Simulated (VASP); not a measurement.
Input of a VASP 6.6.1 run:

The input INCAR:

```
  PREC = Accurate
  ENCUT = 520
  EDIFF = 1E-6
  ISMEAR = 0
  SIGMA = 0.1
  LREAL = F
  LASPH = T
  NELM = 100
  ALGO = Normal
  ISIF = 2
  LWAVE = F
  LCHARG = T
  GGA = PE
  LELF = T
  LVHAR = T
  NBANDS = 21
```

File KPOINTS:

```
Automatic mesh
0
Gamma
  3 3 4
```

Contents of POSCAR:

```
Mg3Te2O
1.0
    5.8163783800      0.0000000000      0.0000000000
   -2.9081891900      5.0371314300      0.0000000000
    0.0000000000      0.0000000000      4.5125907600
Mg Te O
3 2 1
Direct
    0.5000000000      0.0000000000      0.5000000000
    0.5000000000      0.5000000000      0.5000000000
    0.0000000000      0.5000000000      0.5000000000
    0.3333333300      0.6666666700      0.0000000000
    0.6666666700      0.3333333300      0.0000000000
    0.0000000000      0.0000000000      0.0000000000
```

Potentials or basis: VASP PAW PBE potentials, release 64 (Mg, Te, O).

The run is started by

```bash
$ cat potpaw_PBE.64/Mg/POTCAR potpaw_PBE.64/Te/POTCAR potpaw_PBE.64/O/POTCAR > POTCAR
$ mpirun -np 1 vasp_std > vasp.out
```

(1) Estimate the pressure.

(2) What does it give for the band gap on the k mesh?

Answers

(1) 8.4 GPa.

(2) zero (bands 12 and 13 overlap by 0.73 eV).

Caveat: the k points lie up to 0.42 Å⁻¹ apart, too coarse for converged energies and pressures of a metal; semilocal functionals underestimate gaps, so a narrow gap can read as zero; spin-orbit coupling is left out, which moves the levels of the heavy elements.
